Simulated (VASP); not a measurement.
Crystal: BeS.

```
CELL_PARAMETERS angstrom
0.00000 2.43431 2.43431
2.43431 0.00000 2.43431
2.43431 2.43431 0.00000
ATOMIC_POSITIONS crystal
Be 0.00000 0.00000 0.00000
S 0.25000 0.25000 0.25000
```

Base run:

| Property | Result |
| --- | --- |
| Program | VASP 6.6.1 |
| Functional | r2SCAN |
| Potentials or basis | VASP PAW PBE potentials, release 64 (Be, S) |
| Cutoff | 520 eV |
| k mesh | 8 × 8 × 8 |
| Occupations | gaussian, width 0.01 eV |
| Spin | no spin polarisation |

Its results: band gap on the k mesh 3.60 eV (least direct gap 6.26 eV); pressure 0.3 GPa.

Q: The run is repeated on the same cell with these changes: functional from r2SCAN to PBE. What comes out?

A: Band gap on the k mesh 3.14 eV (least direct gap 5.67 eV); pressure 0.4 GPa.

Caveats: the PAW data sets were made with another functional, which shifts forces and pressure a little (at least some runs).

A k mesh can miss the band edges.
